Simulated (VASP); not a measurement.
# SnTe (P1) in VASP: single point with PBE

Aim: the single point of SnTe with PBE.

Program: VASP 6.6.1. These are calculated values, not measurements. Logs are shortened: lines on timing, memory, paths and dates and some standing lists are left out, and cuts for length are marked.

### Step 1. The cell of the first run

The typed cell holds 8 atoms: a = 7.911 Å, b = 7.780 Å, c = 4.596 Å, α = 90.34°, β = 73.46°, γ = 99.95°.

### Step 2. Single point, PBE

File INCAR:

```
PREC     = Accurate       # precision mode
ENCUT    = 520            # plane-wave cutoff, eV
EDIFF    = 1E-6           # SCF threshold, eV
ISMEAR   = -1             # smearing method
SIGMA    = 0.0396         # smearing width, eV
LREAL    = False          # projectors in reciprocal space
LASPH    = True           # aspherical terms in the spheres
NELM     = 80             # most SCF steps
ALGO     = Normal         # electronic algorithm
ISIF     = 2              # what is computed and relaxed
LWAVE    = False          # write WAVECAR
LCHARG   = False          # write CHGCAR
GGA      = PE             # functional
NBANDS   = 50             # bands
```

File KPOINTS:

```
Automatic mesh
0
Gamma
  3 3 4
  0.5 0 0
```

File POSCAR:

```
SnTe
1.0
   -3.2415130000      6.4585010000      3.2194590000
    3.1763720000     -3.2099170000      6.3351090000
    3.2536590000      3.2457000000     -0.0207520000
Te Sn
4 4
Direct
    0.2616500000      0.3724660000      0.8874730000
    0.2476080000      0.8705420000      0.3621090000
    0.7451760000      0.1222900000      0.6200340000
    0.7497920000      0.6139270000      0.1280180000
    0.0007860000      0.9983980000      0.0066130000
    0.0075650000      0.5001350000      0.4914400000
    0.5062740000      0.7528300000      0.7510190000
    0.5014410000      0.2427170000      0.2483840000
```

Potentials or basis: VASP PAW PBE potentials, release 64 (Te, Sn_d).

The run is started by

```
> cat potpaw_PBE.64/Te/POTCAR potpaw_PBE.64/Sn_d/POTCAR > POTCAR
> mpirun -np 1 vasp_std > vasp.out
```

OUTCAR:

```text
PREC = Accurate
   ENCUT = 520
   EDIFF = 1E-6
   ISMEAR = -1
   LREAL = False
   LASPH = True
   NELM = 80
   ISIF = 2
   GGA = PE

 ion  position               nearest neighbor table
   1  0.262  0.372  0.887-   8 3.14   6 3.20   7 3.20   5 3.21   8 3.27   6 3.34
   2  0.248  0.871  0.362-   6 3.12   5 3.16   8 3.18   7 3.20   5 3.30   7 3.31
   3  0.745  0.122  0.620-   7 3.11   8 3.17   8 3.22   5 3.22   6 3.24   5 3.30
   4  0.750  0.614  0.128-   8 3.15   6 3.21   7 3.24   5 3.25   7 3.26   6 3.27
   5  0.001  0.998  0.007-   2 3.16   1 3.21   3 3.22   4 3.25   3 3.30   2 3.30
   6  0.008  0.500  0.491-   2 3.12   1 3.20   4 3.21   3 3.24   4 3.27   1 3.34
   7  0.506  0.753  0.751-   3 3.11   1 3.20   2 3.20   4 3.24   4 3.26   2 3.31
   8  0.501  0.243  0.248-   1 3.14   4 3.15   3 3.17   2 3.18   3 3.22   1 3.27

  LATTYP: Found a triclinic cell.
 ALAT       =     4.5957911206
 B/A-ratio  =     2.2367897509
 C/A-ratio  =     2.6041490617
 COS(alpha) =     0.0016951726
 COS(beta)  =     0.5682417375
 COS(gamma) =     0.6750887319

  Lattice vectors:

 A1 = (  -3.2536590000,  -3.2457000000,   0.0207520000)
 A2 = (  -9.7488310000,  -0.0328990000,   3.2609630000)
 A3 = (  -3.1885180000,  -6.4942840000,  -9.5338160000)

Analysis of symmetry for initial positions (statically):
=====================================================================
 Subroutine PRICEL returns:
 Original cell was already a primitive cell.

 Routine SETGRP: Setting up the symmetry group for a
 triclinic supercell.

 Subroutine GETGRP returns: Found  1 space group operations
 (whereof  1 operations were pure point group operations)
 out of a pool of  2 trial point group operations.

The static configuration has the point symmetry C_1 .

Analysis of symmetry for dynamics (positions and initial velocities):
=====================================================================
 Subroutine PRICEL returns:
 Original cell was already a primitive cell.

 Routine SETGRP: Setting up the symmetry group for a
 triclinic supercell.

 Subroutine GETGRP returns: Found  1 space group operations
 (whereof  1 operations were pure point group operations)
 out of a pool of  2 trial point group operations.

The dynamic configuration has the point symmetry C_1 .

 Subroutine INISYM returns: Found  1 space group operations
 (whereof  1 operations are pure point group operations),
 and found     1 'primitive' translations

----------------------------------------------------------------------------------------

                                     Primitive cell

  volume of cell :     266.8009

  direct lattice vectors                    reciprocal lattice vectors
    -3.241513000  6.458501000  3.219459000    -0.076818515  0.077504230  0.077786559
     3.176372000 -3.209917000  6.335109000     0.039667871 -0.039009437  0.118195761
     3.253659000  3.245700000 -0.020752000     0.192088928  0.115297716 -0.037891975

  length of vectors
     7.911040257  7.779878680  4.595791121     0.134010219  0.130635042  0.227216904

  position of ions in fractional coordinates (direct lattice)
     0.261650000  0.372466000  0.887473000
     0.247608000  0.870542000  0.362109000
     0.745176000  0.122290000  0.620034000
     0.749792000  0.613927000  0.128018000
     0.000786000  0.998398000  0.006613000
     0.007565000  0.500135000  0.491440000
     0.506274000  0.752830000  0.751019000
     0.501441000  0.242717000  0.248384000

  ion indices of the primitive-cell ions
   primitive index   ion index
                 1           1
                 2           2
                 3           3
                 4           4
                 5           5
                 6           6
                 7           7
                 8           8

----------------------------------------------------------------------------------------

 KPOINTS: Automatic mesh

Automatic generation of k-mesh.
 Grid dimensions read from file:
 generate k-points for:    3    3    4

 Generating k-lattice:

  Cartesian coordinates                     Fractional coordinates (reciprocal lattice)
    -0.025606172  0.025834743  0.025928853     0.333333333  0.000000000 -0.000000000
     0.013222624 -0.013003146  0.039398587     0.000000000  0.333333333 -0.000000000
     0.048022232  0.028824429 -0.009472994    -0.000000000  0.000000000  0.250000000

  Length of vectors
     0.044670073  0.043545014  0.056804226

  Shift w.r.t. Gamma in fractional coordinates (k-lattice)
     0.500000000  0.000000000  0.000000000

 Subroutine IBZKPT returns following result:
 ===========================================

 Found     19 irreducible k-points:

 Following reciprocal coordinates:
            Coordinates               Weight
  0.166667  0.000000 -0.000000      2.000000
  0.500000  0.000000 -0.000000      1.000000
  0.166667  0.333333  0.000000      2.000000
  0.500000  0.333333  0.000000      2.000000
 -0.166667  0.333333  0.000000      2.000000
  0.166667  0.000000  0.250000      2.000000
[... 11 lines left out ...]
  0.500000  0.333333  0.500000      2.000000
 -0.166667  0.333333  0.500000      2.000000
   k-points           NKPTS =     19   k-points in BZ     NKDIM =     19   number of bands    NBANDS=     50
   number of dos      NEDOS =    301   number of ions     NIONS =      8
   total plane-waves  NPLWV = 129600
   dimension x,y,z NGX =    60 NGY =   60 NGZ =   36
   dimension x,y,z NGXF=   120 NGYF=  120 NGZF=   72
   ions per type =               4   4
   NGX,Y,Z   is equivalent  to a cutoff of  12.61, 12.82, 13.02 a.u.
   NGXF,Y,Z  is equivalent  to a cutoff of  25.22, 25.64, 26.04 a.u.
 SYSTEM =  unknown system
   PREC   = accura    normal or accurate (medium, high low for compatibility)
   ISTART =      0    job   : 0-new  1-cont  2-samecut
   ICHARG =      2    charge: 1-file 2-atom 10-const
   ISPIN  =      1    spin polarized calculation?
   LNONCOLLINEAR =      F non collinear calculations
   LSORBIT =      F    spin-orbit coupling
   LASPH  =      T    aspherical Exc in radial PAW
   ENCUT  =  520.0 eV  38.22 Ry    6.18 a.u.  14.71 14.47  8.55*2*pi/ulx,y,z
   NELM   =     80;   NELMIN=  2; NELMDL= -5     # of ELM steps
   EDIFF  = 0.1E-05   stopping-criterion for ELM
   LREAL  =      F    real-space projection
   EDIFFG = 0.1E-04   stopping-criterion for IOM
   NSW    =      0    number of steps for IOM
   IBRION =     -1    ionic relax: 0-MD 1-quasi-New 2-CG
   NFREE  =      0    steps in history (QN), initial steepest desc. (CG)
   ISIF   =      2    stress and relaxation
   ISYM   =      2    0-nonsym 1-usesym 2-fastsym
   POTIM  = 0.5000    time-step for ionic-motion
   TEBEG  =    0.0;   TEEND  =   0.0 temperature during run
   PSTRESS=    0.0 pullay stress
   NELECT =      80.0000    total number of electrons
   NUPDOWN=      -1.0000    fix difference up-down
   EMIN   =  10.00;   EMAX   =-10.00  energy-range for DOS
   EFERMI =   0.00;   METHOD = LEGACY
   ISMEAR =    -1;   SIGMA  =   0.04  broadening in eV -4-tet -1-fermi 0-gaus
   EFERMI_NEDOS =   21; number of points for ismear=-14 and -15
   IALGO  =     38    algorithm
   IMIX   =      4    mixing-type and parameters
     AMIX     =   0.40;   BMIX     =  1.00
     AMIX_MAG =   1.60;   BMIX_MAG =  1.00
  volume/ion in A,a.u.               =      33.35       225.06
  Fermi-wavevector in a.u.,A,eV,Ry     =   1.095744  2.070656 16.335898  1.200655
  Thomas-Fermi vector in A             =   2.232073
   LORBIT       =      0    0 simple, 1 ext, 2 COOP (PROOUT), +10 PAW based schemes
   GGA     = PE    functional components
   LHFCALC =     F    Hartree Fock is set to
   AEXX    =    0.0000 exact exchange contribution
   IVDW    =     0    specifies the selected vdW correction
   LEPSILON=     F    determine dielectric tensor
   LRPA    =     F    only Hartree local field effects (RPA)
 non-spin polarized calculation
  energy-cutoff  :      520.00
  volume of cell :      266.80
 maximum number of plane-waves:      7204
 NGX is ok and might be reduce to    60
   NGX = 29   NGY = 29   NGZ = 17

 number of electron      80.0000001 magnetization

 Free energy of the ion-electron system (eV)
  ---------------------------------------------------
  ext. energy  EPLUGINS =         0.00000000
  ---------------------------------------------------
  free energy    TOTEN  =       -30.17404736 eV

  energy without entropy =      -30.17176478  energy(sigma->0) =      -30.17290607

 E-fermi :   6.1162     XC(G=0):  -9.2079

 val. band max:        6.0610659080   @ k =   0.5000   0.0000  -0.0000
 cond. band min:       6.1708231198   @ k =   0.5000   0.0000  -0.0000
 fundamental gap:      0.1097572117
 Fermi energy:         6.1161830455

 k-point     1 :       0.1667    0.0000   -0.0000
  band No.  band energies     occupation
      1     -15.7409      2.00000
      2     -15.7373      2.00000
      3     -15.7312      2.00000
      4     -15.7300      2.00000
      5     -15.7255      2.00000
      6     -15.7244      2.00000
[... 42 lines left out ...]
     49       9.2560      0.00000
     50       9.3423      0.00000

 k-point     2 :       0.5000    0.0000   -0.0000
  band No.  band energies     occupation
      1     -15.7411      2.00000
      2     -15.7374      2.00000
      3     -15.7313      2.00000
      4     -15.7305      2.00000
      5     -15.7257      2.00000
      6     -15.7245      2.00000
[... 42 lines left out ...]
     49       8.0168      0.00000
     50       8.6213      0.00000

 k-point     3 :       0.1667    0.3333    0.0000
  band No.  band energies     occupation
      1     -15.7407      2.00000
      2     -15.7372      2.00000
      3     -15.7306      2.00000
      4     -15.7295      2.00000
      5     -15.7255      2.00000
      6     -15.7245      2.00000
[... 837 lines left out ...]
     49       9.8779      0.00000
     50      10.0870      0.00000

 k-point    19 :      -0.1667    0.3333    0.5000
  band No.  band energies     occupation
      1     -15.7443      2.00000
      2     -15.7336      2.00000
      3     -15.7318      2.00000
      4     -15.7308      2.00000
      5     -15.7278      2.00000
      6     -15.7255      2.00000
[... 42 lines left out ...]
     49       9.3253      0.00000
     50       9.6691      0.00000

------------------------ aborting loop because EDIFF is reached ----------------------------------------

  FORCE on cell =-STRESS in cart. coord.  units (eV):
  Direction    XX          YY          ZZ          XY          YZ          ZX
  --------------------------------------------------------------------------------------
  -------------------------------------------------------------------------------------
  Total       -2.2561541     -1.1627900      1.5453989     -0.1528265     -0.0521913      0.4177659
  in kB      -13.5485250     -6.9827186      9.2803391     -0.9177449     -0.3134162      2.5087433
  external PRESSURE =      -3.7503015 kB  Pullay stress =       0.0000000 kB

 VOLUME and BASIS-vectors are now :
 -----------------------------------------------------------------------------
  energy-cutoff  :      520.00
  volume of cell :      266.80
      direct lattice vectors                 reciprocal lattice vectors
    -3.241513000  6.458501000  3.219459000    -0.076818515  0.077504230  0.077786559
     3.176372000 -3.209917000  6.335109000     0.039667871 -0.039009437  0.118195761
     3.253659000  3.245700000 -0.020752000     0.192088928  0.115297716 -0.037891975

 POSITION                                       TOTAL-FORCE (eV/Angst)
 -----------------------------------------------------------------------------------
      3.22248      3.37475      3.18357        -0.031324     -0.280384     -0.188554
      3.14072     -0.01989      6.30463         0.091765      0.106937     -0.036322
     -0.00968      6.43262      3.16092        -0.064387      0.205405      0.056371
     -0.06387      3.28739      6.30056         0.006580     -0.030039      0.150937
      3.19025     -3.17823      6.32735        -0.014643     -0.060327      0.035002
      3.16307      0.03853      3.18257         0.019247      0.045820     -0.044718
      3.19373      3.29083      6.38360        -0.066121      0.022637     -0.074198
     -0.04631      3.26564      3.14685         0.058883     -0.010048      0.101483
 -----------------------------------------------------------------------------------
    total drift:                                0.000176      0.000140     -0.000378

  FREE ENERGIE OF THE ION-ELECTRON SYSTEM (eV)
  ---------------------------------------------------
  free  energy   TOTEN  =       -30.1740473642 eV

  energy  without entropy=      -30.1717647802  energy(sigma->0) =      -30.17290607
```

It took 6.1 min on 1 thread of Intel Xeon 8259CL, shared host; peak memory 0.45 GiB.

Results:

* Free energy: -30.1740 eV
* Pressure: -0.4 GPa
* Largest force: 0.339 eV/Å
* Band gap on the k mesh: 0.11 eV

Forces in eV/Å, atoms in the order of the input:
```
Te  -0.031 -0.280 -0.189
Te   0.092  0.107 -0.036
Te  -0.064  0.205  0.056
Te   0.007 -0.030  0.151
Sn  -0.015 -0.060  0.035
Sn   0.019  0.046 -0.045
Sn  -0.066  0.023 -0.074
Sn   0.059 -0.010  0.101
```

Stress tensor (GPa, compression positive):
```
-1.35 -0.09  0.25
-0.09 -0.70 -0.03
 0.25 -0.03  0.93
```

Levels at points of the mesh, in eV from the valence-band top:
```csv
k point,band 36,band 37,band 38,band 39,band 40,band 41,band 42,band 43,band 44,band 45
"(0.50, 0.00, 0.00)",-1.59,-1.55,-0.92,-0.84,0.00,0.11,0.51,0.58,1.56,1.61
"(0.50, 0.00, 0.50)",-2.51,-1.37,-1.28,-1.08,-1.03,0.96,1.01,1.69,1.81,2.41
```

Caveat: spin-orbit coupling is left out, which moves the levels of the heavy elements; a shifted mesh leaves out Γ, where band edges can lie. A k mesh can miss the band edges.
